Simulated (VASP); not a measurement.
A run of VASP 6.6.1 is set up as follows.

The input INCAR:

```
SYSTEM = Zn3GeN
PREC = Accurate ; ENCUT = 600
EDIFF = 1E-6 ; ISMEAR = 0
SIGMA = 0.1 ; LREAL = .FALSE.
LASPH = .TRUE. ; NELM = 100
ALGO = Normal ; ISIF = 3
LWAVE = .FALSE. ; LCHARG = .FALSE.
GGA = PE ; IBRION = 2
NSW = 100 ; EDIFFG = -0.005
```

The input KPOINTS:

```
Automatic mesh
0
G
  8 8 8
  0 0 0
```

POSCAR

```
Zn3GeN
1.0
    4.1882087140      0.0000000000      0.0000000000
    0.0000000000      4.1882087140      0.0000000000
    0.0000000000      0.0000000000      4.1882087140
Zn Ge N
3 1 1
Direct
    0.0000000000      0.5000000000      0.5000000000
    0.5000000000      0.0000000000      0.5000000000
    0.5000000000      0.5000000000      0.0000000000
    0.0000000000      0.0000000000      0.0000000000
    0.5000000000      0.5000000000      0.5000000000
```

Potentials or basis: VASP PAW PBE potentials, release 64 (Zn, Ge_d, N).

Command:

```console
$ cat potpaw_PBE.64/Zn/POTCAR potpaw_PBE.64/Ge_d/POTCAR potpaw_PBE.64/N/POTCAR > POTCAR
$ mpirun -np 1 vasp_std > vasp.out
```

Q: Estimate the relaxed cell.

A: a = 4.194 Å, b = 4.194 Å, c = 4.194 Å, α = 90.00°, β = 90.00°, γ = 90.00°.

Q: What does it give for the band gap on the k mesh?

A: Zero (an odd number of electrons rules out a gap without spin polarisation).

Q: Estimate the relaxed volume.

A: 14.76 Å³/atom.

Q: Estimate the space group after relaxing (to 0.1 Å).

A: Pm-3m (No. 221).

Final structure:
```yaml
crystal:
  lattice:
    - [4.19425, 0.00000, 0.00000]
    - [0.00000, 4.19425, 0.00000]
    - [0.00000, 0.00000, 4.19425]
  atoms:
    - { symbol: Zn, position: [0.00000, 0.50000, 0.50000] }
    - { symbol: Zn, position: [0.50000, 0.00000, 0.50000] }
    - { symbol: Zn, position: [0.50000, 0.50000, 0.00000] }
    - { symbol: Ge, position: [0.00000, 0.00000, 0.00000] }
    - { symbol: N, position: [0.50000, 0.50000, 0.50000] }
```
